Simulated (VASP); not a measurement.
Ta, 2 atoms in the cell. It takes space group P6_3/mmc (No. 194, hexagonal). Conventional cell: a = 2.957 Å, b = 2.957 Å, c = 5.268 Å, α = 90.00°, β = 90.00°, γ = 120.00°. Ta (site symmetry -6m2) has 12 Ta at 2.96 to 3.14 Å within 3.9 Å.  This cell differs from its parent crystal: volume scaled by 1.06.

```yaml
Program: VASP 6.6.1
Task: single point
Functional: LDA
Potentials_or_basis: VASP PAW LDA potentials, release 64 (Ta_pv)
Cutoff: 520 eV
k_mesh: 11 × 11 × 5
Occupations: fermi-dirac, width 0.05 eV
Spin: no spin polarisation
Dipole_correction: no
Further_INCAR_settings: ALGO = Normal; EDIFF = 1e-07; NBANDS = 18
```

Potentials or basis: VASP PAW LDA potentials, release 64 (Ta_pv).

Run with:

```console
$ cat potpaw_LDA.64/Ta_pv/POTCAR > POTCAR
$ mpirun -np 1 vasp_std > vasp.out
```

Hardware: 1 thread of Intel(R) Xeon(R) Platinum 8375C CPU @ 2.90GHz (Ice Lake), on a shared host.

Q: How long does it take, and how much memory?

A: Run time: 28 s on 1 thread of Intel(R) Xeon(R) Platinum 8375C CPU @ 2.90GHz (Ice Lake), on a shared host, peak memory 0.15 GiB. Counts: scf iterations 12, k points 48.
